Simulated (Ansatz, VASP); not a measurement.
Be4Os: VASP beside Ansatz

The input INCAR:

```
SYSTEM = Be4Os
ALGO = Normal
EDIFF = 1E-6
ENCUT = 520
GGA = PE
ISIF = 2
ISMEAR = 0
LASPH = .True.
LCHARG = .False.
LREAL = .False.
LWAVE = .False.
NBANDS = 27
NELM = 80
PREC = Accurate
SIGMA = 0.2
```

KPOINTS

```
k-points
0
Gamma
  6 6 4
  0 0 0
```

The input POSCAR:

```
Be4Os
1.0
    0.0000000000      0.0000000000      3.6778150991
    2.5110815862     -2.5110815862     -1.8389075496
    5.0221631724      5.0221631724      0.0000000000
Be Os
8 2
Direct
    0.1510397384      0.3020794769      0.3489602616
    0.6510397384      0.3020794769      0.8489602616
    0.8489602616      0.6979205231      0.3489602616
    0.3489602616      0.6979205231      0.8489602616
    0.6510397384      0.3020794769      0.1510397384
    0.1510397384      0.3020794769      0.6510397384
    0.3489602616      0.6979205231      0.1510397384
    0.8489602616      0.6979205231      0.6510397384
    0.5000000000      0.0000000000      0.5000000000
    0.0000000000      0.0000000000      0.0000000000
```

Input for Ansatz:

```yaml
crystal:
  lattice:
    - [0.0, 0.0, 3.6778150991]
    - [2.5110815862, -2.5110815862, -1.8389075496]
    - [5.0221631724, 5.0221631724, 0.0]
  atoms:
    - { symbol: Be, position: [0.1510397384, 0.3020794769, 0.3489602616] }
    - { symbol: Be, position: [0.6510397384, 0.3020794769, 0.8489602616] }
    - { symbol: Be, position: [0.8489602616, 0.6979205231, 0.3489602616] }
    - { symbol: Be, position: [0.3489602616, 0.6979205231, 0.8489602616] }
    - { symbol: Be, position: [0.6510397384, 0.3020794769, 0.1510397384] }
    - { symbol: Be, position: [0.1510397384, 0.3020794769, 0.6510397384] }
    - { symbol: Be, position: [0.3489602616, 0.6979205231, 0.1510397384] }
    - { symbol: Be, position: [0.8489602616, 0.6979205231, 0.6510397384] }
    - { symbol: Os, position: [0.5, 0.0, 0.5] }
    - { symbol: Os, position: [0.0, 0.0, 0.0] }
basis:
  ecutwfc: 420
kpoints:
  mp_grid: { grid: [6, 6, 4] }
hamiltonian:
  xc: pbe
scf:
  occupations: { method: gaussian, width: 0.2 }
  lower_state_search: "off"
output:
  forces: true
  stress: true
  eigenvalues: true
```

Alike in both runs: task single point; functional PBE; k mesh 6 × 6 × 4; occupations gaussian, width 0.2 eV; no spin polarisation.

|  | VASP | Ansatz |
| --- | --- | --- |
| version | VASP 6.6.1 | Ansatz 0.2.0 |
| potentials or method | VASP PAW PBE potentials, release 64 (Be, Os), cutoff 520 eV | scalar-relativistic, plane waves, PAW |
| valence electrons in the cell | 32 | 48 |

Ansatz gave:

* gap on the k mesh at the Fermi level (eV): none
* pressure (GPa): 0.2
* traceless stress, the component that is largest in VASP (GPa): 0.15
* rms of the force components (eV/Å): 0.011

**Question.** What did VASP give for the same quantities?

**Answer.** gap on the k mesh at the Fermi level (eV): none; pressure (GPa): 0.4; traceless stress, the component that is largest in VASP (GPa): 0.25; rms of the force components (eV/Å): 0.010.

Atom by atom the forces differ by 0.002 eV/Å (rms over components). A gap of «none» marks a metal or a gap that the smearing closes. VASP's potentials hold 32 valence electrons a cell and Ansatz's 48, so a difference there can come from the potentials and not from the codes.

Spin-orbit coupling is off throughout.
